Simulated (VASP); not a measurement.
# SrO (P6_3/mmc) in VASP: settings compared

SrO is run at these levels: PBE, r2SCAN; tasks: single point.

Everything below comes from runs of VASP 6.6.1. Logs are shortened: lines on timing, memory, paths and dates and some standing lists are left out, and cuts for length are marked.

## Step 1: The cell of the first run

It takes space group P6_3/mmc (No. 194, hexagonal). The conventional cell has a = 4.270 Å, b = 4.270 Å, c = 5.144 Å, α = 90.00°, β = 90.00°, γ = 120.00°. Sr (site symmetry -6m2) has 5 O at 2.47 to 2.57 Å within 3.3 Å. Within 3.3 Å of O (site symmetry -6m2) lie 5 Sr at 2.47 to 2.57 Å.

## Step 2: Single point, PBE

INCAR

```
SYSTEM = SrO
ALGO     = Normal         ! electronic algorithm
EDIFF    = 1E-7           ! SCF threshold, eV
ENCUT    = 520            ! plane-wave cutoff, eV
GGA      = PE             ! functional
ISIF     = 2              ! what is computed and relaxed
ISMEAR   = -1             ! smearing method
LASPH    = .TRUE.         ! aspherical terms in the spheres
LCHARG   = .FALSE.        ! write CHGCAR
LREAL    = .FALSE.        ! projectors in reciprocal space
LWAVE    = .FALSE.        ! write WAVECAR
NBANDS   = 24             ! bands
NELM     = 60             ! most SCF steps
PREC     = Accurate       ! precision mode
SIGMA    = 0.02           ! smearing width, eV
```

KPOINTS

```
k-points
0
G
  12 12 6
  0 0 0
```

POSCAR

```
SrO
1.0
    4.2700192582      0.0000000000      0.0000000000
   -2.1350096291      3.6979451522      0.0000000000
    0.0000000000      0.0000000000      5.1444718063
Sr O
2 2
Direct
    0.3333333333      0.6666666667      0.9375000000
    0.6666666667      0.3333333333      0.4375000000
    0.3333333333      0.6666666667      0.4375000000
    0.6666666667      0.3333333333      0.9375000000
```

Potentials or basis: VASP PAW PBE potentials, release 64 (Sr_sv, O).

Command:

```
$ cat potpaw_PBE.64/Sr_sv/POTCAR potpaw_PBE.64/O/POTCAR > POTCAR
$ mpirun -np 1 vasp_std > vasp.out
```

OUTCAR:

```text
SYSTEM = SrO
   EDIFF = 1E-7
   ENCUT = 520
   GGA = PE
   ISIF = 2
   ISMEAR = -1
   LASPH = .TRUE.
   LREAL = .FALSE.
   NELM = 60
   PREC = Accurate

 ion  position               nearest neighbor table
   1  0.333  0.667  0.938-   4 2.47   4 2.47   4 2.47   3 2.57   3 2.57   2 3.56   2 3.56   2 3.56
                             2 3.56   2 3.56   2 3.56
   2  0.667  0.333  0.438-   3 2.47   3 2.47   3 2.47   4 2.57   4 2.57   1 3.56   1 3.56   1 3.56
                             1 3.56   1 3.56   1 3.56
   3  0.333  0.667  0.438-   2 2.47   2 2.47   2 2.47   1 2.57   1 2.57
   4  0.667  0.333  0.938-   1 2.47   1 2.47   1 2.47   2 2.57   2 2.57

  LATTYP: Found a hexagonal cell.
 ALAT       =     4.2700192582
 C/A-ratio  =     1.2047889003

  Lattice vectors:

 A1 = (   4.2700192582,   0.0000000000,   0.0000000000)
 A2 = (  -2.1350096291,   3.6979451522,   0.0000000000)
 A3 = (   0.0000000000,   0.0000000000,   5.1444718063)

Analysis of symmetry for initial positions (statically):
=====================================================================
 Subroutine PRICEL returns:
 Original cell was already a primitive cell.

 Routine SETGRP: Setting up the symmetry group for a
 hexagonal supercell.

 Subroutine GETGRP returns: Found 24 space group operations
 (whereof  6 operations were pure point group operations)
 out of a pool of 24 trial point group operations.

The static configuration has the point symmetry C_3v.
 The point group associated with its full space group is D_6h.

Analysis of symmetry for dynamics (positions and initial velocities):
=====================================================================
 Subroutine PRICEL returns:
 Original cell was already a primitive cell.

 Routine SETGRP: Setting up the symmetry group for a
 hexagonal supercell.

 Subroutine GETGRP returns: Found 24 space group operations
 (whereof  6 operations were pure point group operations)
 out of a pool of 24 trial point group operations.

The dynamic configuration has the point symmetry C_3v.
 The point group associated with its full space group is D_6h.

 Subroutine INISYM returns: Found 24 space group operations
 (whereof  6 operations are pure point group operations),
 and found     1 'primitive' translations

----------------------------------------------------------------------------------------

                                     Primitive cell

  volume of cell :      81.2327

  direct lattice vectors                    reciprocal lattice vectors
     4.270019258  0.000000000  0.000000000     0.234190981  0.135210226  0.000000000
    -2.135009629  3.697945152  0.000000000     0.000000000  0.270420452  0.000000000
[... 87 lines left out ...]
   ENCUT  =  520.0 eV  38.22 Ry    6.18 a.u.   7.94  7.94  9.57*2*pi/ulx,y,z
   NELM   =     60;   NELMIN=  2; NELMDL= -5     # of ELM steps
   EDIFF  = 0.1E-06   stopping-criterion for ELM
   LREAL  =      F    real-space projection
   EDIFFG = 0.1E-05   stopping-criterion for IOM
   NSW    =      0    number of steps for IOM
   IBRION =     -1    ionic relax: 0-MD 1-quasi-New 2-CG
   NFREE  =      0    steps in history (QN), initial steepest desc. (CG)
   ISIF   =      2    stress and relaxation
   ISYM   =      2    0-nonsym 1-usesym 2-fastsym
   POTIM  = 0.5000    time-step for ionic-motion
   TEBEG  =    0.0;   TEEND  =   0.0 temperature during run
   PSTRESS=    0.0 pullay stress
   NELECT =      32.0000    total number of electrons
   NUPDOWN=      -1.0000    fix difference up-down
   EMIN   =  10.00;   EMAX   =-10.00  energy-range for DOS
   EFERMI =   0.00;   METHOD = LEGACY
   ISMEAR =    -1;   SIGMA  =   0.02  broadening in eV -4-tet -1-fermi 0-gaus
   EFERMI_NEDOS =   21; number of points for ismear=-14 and -15
   IALGO  =     38    algorithm
   IMIX   =      4    mixing-type and parameters
     AMIX     =   0.40;   BMIX     =  1.00
     AMIX_MAG =   1.60;   BMIX_MAG =  1.00
  volume/ion in A,a.u.               =      20.31       137.05
  Fermi-wavevector in a.u.,A,eV,Ry     =   1.200092  2.267845 19.595386  1.440220
  Thomas-Fermi vector in A             =   2.335937
   LORBIT       =      0    0 simple, 1 ext, 2 COOP (PROOUT), +10 PAW based schemes
   GGA     = PE    functional components
   LHFCALC =     F    Hartree Fock is set to
   AEXX    =    0.0000 exact exchange contribution
   IVDW    =     0    specifies the selected vdW correction
   LEPSILON=     F    determine dielectric tensor
   LRPA    =     F    only Hartree local field effects (RPA)
 non-spin polarized calculation
  energy-cutoff  :      520.00
  volume of cell :       81.23
 maximum number of plane-waves:      2208
 NGX is ok and might be reduce to    32
   NGX = 15   NGY = 15   NGZ = 19

 number of electron      32.0000008 magnetization

 Free energy of the ion-electron system (eV)
  ---------------------------------------------------
  ext. energy  EPLUGINS =         0.00000000
  ---------------------------------------------------
  free energy    TOTEN  =       -23.89493010 eV

  energy without entropy =      -23.89493010  energy(sigma->0) =      -23.89493010

 E-fermi :   1.1757     XC(G=0):  -8.9595

 val. band max:        0.7834861519   @ k =   0.0000   0.0000   0.0000
 cond. band min:       3.4231092702   @ k =   0.0000   0.0000   0.0000
 fundamental gap:      2.6396231183
 Fermi energy:         1.1757381640

 k-point     1 :       0.0000    0.0000    0.0000
  band No.  band energies     occupation
      1     -31.6214      2.00000
      2     -31.4528      2.00000
      3     -14.2570      2.00000
      4     -14.2550      2.00000
      5     -14.1596      2.00000
      6     -13.7617      2.00000
[... 637 lines left out ...]
     23       9.5522      0.00000
     24       9.6813      0.00000

 [... further k-points ...]
[... 5 lines left out ...]
  --------------------------------------------------------------------------------------
  -------------------------------------------------------------------------------------
  Total        0.7978557      0.7978557      1.0250974      0.0000000     -0.0000000      0.0000000
  in kB       15.7363433     15.7363433     20.2182986      0.0000000     -0.0000000      0.0000000
  external PRESSURE =      17.2303284 kB  Pullay stress =       0.0000000 kB

 VOLUME and BASIS-vectors are now :
 -----------------------------------------------------------------------------
  energy-cutoff  :      520.00
  volume of cell :       81.23
      direct lattice vectors                 reciprocal lattice vectors
     4.270019258  0.000000000  0.000000000     0.234190981  0.135210226  0.000000000
    -2.135009629  3.697945152  0.000000000     0.000000000  0.270420452  0.000000000
     0.000000000  0.000000000  5.144471806     0.000000000  0.000000000  0.194383415

 POSITION                                       TOTAL-FORCE (eV/Angst)
 -----------------------------------------------------------------------------------
     -0.00000      2.46530      4.82294        -0.000000      0.000000      0.000000
      2.13501      1.23265      2.25071         0.000000     -0.000000      0.000000
     -0.00000      2.46530      2.25071        -0.000000      0.000000     -0.000000
      2.13501      1.23265      4.82294         0.000000     -0.000000     -0.000000
 -----------------------------------------------------------------------------------
    total drift:                               -0.000000      0.000000      0.000000

  FREE ENERGIE OF THE ION-ELECTRON SYSTEM (eV)
  ---------------------------------------------------
  free  energy   TOTEN  =       -23.8949301043 eV

  energy  without entropy=      -23.8949301043  energy(sigma->0) =      -23.89493010
```

stdout:

```text
POSCAR found type information on POSCAR SrO
 POSCAR found :  2 types and       4 ions
 scaLAPACK will be used
 LDA part: xc-table for (Slater+PW92), standard interpolation
 POSCAR, INCAR and KPOINTS ok, starting setup
 FFT: planning ... GRIDC
 FFT: planning ... GRID_SOFT
 FFT: planning ... GRID
 WAVECAR not read
 entering main loop
```

It took 52 s on 1 thread of Intel Xeon 6975P-C (Granite Rapids), shared host; peak memory 0.27 GiB.

Results:

```
Free energy            : -23.8949 eV
Pressure               : 1.7 GPa
Band gap on the k mesh : 2.64 eV
```

A k mesh can miss the band edges.

## Step 3: Single point, PBE (strain +2.0%)

INCAR

```
PREC = Accurate ; ENCUT = 520
EDIFF = 1E-6 ; ISMEAR = -1
SIGMA = 0.02 ; LREAL = F
LASPH = T ; NELM = 80
ALGO = Normal ; ISIF = 2
LWAVE = F ; LCHARG = F
GGA = PE ; NBANDS = 24
```

KPOINTS

```
Automatic mesh
0
Gamma
  12 12 6
```

POSCAR

```
SrO
1.0
    4.3562736472      0.0000000000      0.0000000000
   -2.1781368236      3.7726436443      0.0000000000
    0.0000000000      0.0000000000      5.2483901368
Sr O
2 2
Direct
    0.3333333333      0.6666666667      0.9375000000
    0.6666666667      0.3333333333      0.4375000000
    0.3333333333      0.6666666667      0.4375000000
    0.6666666667      0.3333333333      0.9375000000
```

Potentials or basis: VASP PAW PBE potentials, release 64 (Sr_sv, O).

Command:

```
$ cat potpaw_PBE.64/Sr_sv/POTCAR potpaw_PBE.64/O/POTCAR > POTCAR
$ mpirun -np 1 vasp_std > vasp.out
```

It took 48 s on 1 thread of Intel Xeon 6975P-C (Granite Rapids), shared host; peak memory 0.28 GiB.

Results (log left out):

| Property | Result |
| --- | --- |
| Free energy | -23.8851 eV |
| Pressure | -2.3 GPa |
| Band gap on the k mesh | 2.45 eV |

Levels at points of the mesh, in eV from the valence-band top:
| k point | band 14 | band 15 | band 16 | band 17 | band 18 | band 19 |
| --- | --- | --- | --- | --- | --- | --- |
| (0.00, 0.00, 0.00) | -0.85 | -0.42 | 0.00 | 2.45 | 5.98 | 5.98 |
| (0.50, 0.00, 0.00) | -0.39 | -0.34 | -0.26 | 4.19 | 4.75 | 4.98 |
| (0.00, 0.00, 0.50) | -1.01 | -1.01 | -1.01 | 4.13 | 4.13 | 7.57 |
| (0.50, 0.00, 0.50) | -0.83 | -0.44 | -0.44 | 4.80 | 4.80 | 7.15 |

Caveat: the cell differs from its parent crystal (strain +2.0%).

## Step 4: Single point, r2SCAN (uniaxial z strain -3.7%)

POSCAR

```
SrO
1.0
    4.2700192582      0.0000000000      0.0000000000
   -2.1350096291      3.6979451522      0.0000000000
    0.0000000000      0.0000000000      4.9525830079
Sr O
2 2
Direct
    0.3333333333      0.6666666667      0.9375000000
    0.6666666667      0.3333333333      0.4375000000
    0.3333333333      0.6666666667      0.4375000000
    0.6666666667      0.3333333333      0.9375000000
```

INCAR.step1

```
SYSTEM = SrO
PREC = Accurate ; ENCUT = 520
ISMEAR = 0 ; SIGMA = 0.01
LREAL = .False. ; LASPH = .True.
NELM = 60 ; NBANDS = 24
GGA = PE ; ALGO = Normal
EDIFF = 1E-4 ; LWAVE = .True.
LCHARG = .False.
```

INCAR.step2

```
SYSTEM = SrO
PREC = Accurate ; ENCUT = 520
EDIFF = 1E-6 ; ISMEAR = 0
SIGMA = 0.01 ; LREAL = .False.
LASPH = .True. ; NELM = 60
ALGO = Normal ; ISIF = 2
LWAVE = .False. ; LCHARG = .False.
METAGGA = R2SCAN ; LMIXTAU = .True.
NBANDS = 24 ; ISTART = 1
```

KPOINTS

```
Automatic mesh
0
Gamma
  12 12 6
  0 0 0
```

Command:

```
$ cat potpaw_PBE.64/Sr_sv/POTCAR potpaw_PBE.64/O/POTCAR > POTCAR
$ cp INCAR.step1 INCAR
$ mpirun -np 1 vasp_std > vasp.out
$ cp INCAR.step2 INCAR
$ mpirun -np 1 vasp_std > vasp.out
```

It took 3.1 min on 1 thread of Intel Xeon 6975P-C (Granite Rapids), shared host; peak memory 0.29 GiB.

Results (log left out):

```yaml
Free_energy: -53.6839 eV
Pressure: 4.2 GPa
Band_gap_on_the_k_mesh: 2.96 eV
```

Stress tensor (GPa, compression positive):
```
2.12 0.00 0.00
0.00 2.12 0.00
0.00 0.00 8.41
```

Levels at points of the mesh, in eV from the valence-band top:
| k point | band 13 | band 14 | band 15 | band 16 | band 17 | band 18 | band 19 | band 20 |
| --- | --- | --- | --- | --- | --- | --- | --- | --- |
| (0.00, 0.00, 0.00) | -1.00 | -1.00 | -0.19 | 0.00 | 2.96 | 6.63 | 6.63 | 7.94 |
| (0.50, 0.00, 0.00) | -0.49 | -0.43 | -0.26 | -0.25 | 4.49 | 5.26 | 5.53 | 8.14 |
| (0.00, 0.00, 0.50) | -1.27 | -1.27 | -1.27 | -1.27 | 4.67 | 4.67 | 8.58 | 8.58 |
| (0.50, 0.00, 0.50) | -1.10 | -1.10 | -0.61 | -0.61 | 5.28 | 5.28 | 8.17 | 8.17 |

Caveat: the cell differs from its parent crystal (uniaxial z strain -3.7%); the cell stands under pressure; the PAW data sets were made with another functional, which shifts forces and pressure a little. A k mesh can miss the band edges.

## Step 5: Single point, r2SCAN

POSCAR: that of step 4 with these lines changed.

```diff
@@ -4,3 +4,3 @@
    -2.1350096291      3.6979451522      0.0000000000
-    0.0000000000      0.0000000000      4.9525830079
+    0.0000000000      0.0000000000      5.1444718063
 Sr O
```

INCAR.step1

```
SYSTEM = SrO
PREC = Accurate
ENCUT = 520
ISMEAR = 0
SIGMA = 0.01
LREAL = .False.
LASPH = .True.
NELM = 80
NBANDS = 24
GGA = PE
ALGO = Normal
EDIFF = 1E-4
LWAVE = .True.
LCHARG = .False.
```

INCAR.step2

```
SYSTEM = SrO
PREC = Accurate
ENCUT = 520
EDIFF = 1E-7
ISMEAR = 0
SIGMA = 0.01
LREAL = .False.
LASPH = .True.
NELM = 80
ALGO = Normal
ISIF = 2
LWAVE = .False.
LCHARG = .True.
METAGGA = R2SCAN
LMIXTAU = .True.
LELF = .True.
LVHAR = .True.
NBANDS = 24
ISTART = 1
```

KPOINTS is that of step 4.

Command:

```
$ cat potpaw_PBE.64/Sr_sv/POTCAR potpaw_PBE.64/O/POTCAR > POTCAR
$ cp INCAR.step1 INCAR
$ mpirun -np 1 vasp_std > vasp.out
$ cp INCAR.step2 INCAR
$ mpirun -np 1 vasp_std > vasp.out
```

Wall time 3.3 min (1 thread of Intel Xeon 6975P-C (Granite Rapids), shared host); peak memory 0.29 GiB.

It converged, with:

* Free energy: -53.7642 eV
* Pressure: 0.5 GPa
* Band gap on the k mesh: 3.02 eV

Levels at points of the mesh, in eV from the valence-band top:
| k point | band 12 | band 13 | band 14 | band 15 | band 16 | band 17 | band 18 | band 19 | band 20 | band 21 |
| --- | --- | --- | --- | --- | --- | --- | --- | --- | --- | --- |
| (0.00, 0.00, 0.00) | -1.05 | -0.89 | -0.89 | -0.32 | 0.00 | 3.02 | 6.73 | 6.73 | 7.70 | 8.80 |
| (0.50, 0.00, 0.00) | -0.84 | -0.36 | -0.35 | -0.33 | -0.27 | 4.63 | 5.26 | 5.62 | 7.85 | 8.67 |
| (0.00, 0.00, 0.50) | -1.23 | -1.09 | -1.09 | -1.09 | -1.09 | 4.72 | 4.72 | 8.48 | 8.48 | 8.48 |
| (0.50, 0.00, 0.50) | -1.60 | -0.90 | -0.90 | -0.43 | -0.43 | 5.29 | 5.29 | 8.00 | 8.00 | 8.77 |

Caveat: the PAW data sets were made with another functional, which shifts forces and pressure a little.

(Part 1 of 2 ends here.)
